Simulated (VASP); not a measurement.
Input of a VASP 6.6.1 run:

The input INCAR:

```
ALGO     = Normal         # electronic algorithm
EDIFF    = 1E-7           # SCF threshold, eV
ENCUT    = 520            # plane-wave cutoff, eV
GGA      = CA             # functional
ISIF     = 2              # what is computed and relaxed
ISMEAR   = 0              # smearing method
ISPIN    = 2              # spin polarisation
LASPH    = T              # aspherical terms in the spheres
LCHARG   = F              # write CHGCAR
LDAU     = T              # DFT+U
LDAUJ    = 0.7 0        
LDAUL    = 2 -1           # shell
LDAUPRINT= 1            
LDAUTYPE = 1            
LDAUU    = 4 0            # U, eV
LMAXMIX  = 4              # l up to which the mixer works
LORBIT   = 11             # projections on sites
LREAL    = F              # projectors in reciprocal space
LWAVE    = F              # write WAVECAR
MAGMOM   = 5 0            # initial moments
NBANDS   = 20             # bands
NELM     = 150            # most SCF steps
PREC     = Accurate       # precision mode
SIGMA    = 0.05           # smearing width, eV
```

KPOINTS

```
k-points
0
Gamma
  7 7 7
```

The input POSCAR:

```
MnO
1.0
    0.0000000000      2.2220003300      2.2220003300
    2.2220003300      0.0000000000      2.2220003300
    2.2220003300      2.2220003300      0.0000000000
Mn O
1 1
Direct
    0.0000000000      0.0000000000      0.0000000000
    0.5000000000      0.5000000000      0.5000000000
```

Potentials or basis: VASP PAW LDA potentials, release 64 (Mn_pv, O).

Run with:

```bash
$ cat potpaw_LDA.64/Mn_pv/POTCAR potpaw_LDA.64/O/POTCAR > POTCAR
$ mpirun -np 1 vasp_std > vasp.out
```

(1) Predict the net moment.

(2) What does it give for the site moments?

(3) What does it give for the band gap on the k mesh?

Results:

(1) 5.00 μB per cell.

(2) Mn +4.56; O +0.19 μB.

(3) 0.16 eV, indirect (least direct gap 2.73 eV).

Caveat: a cell with one magnetic atom can't hold antiferromagnetic order, which such compounds often take.
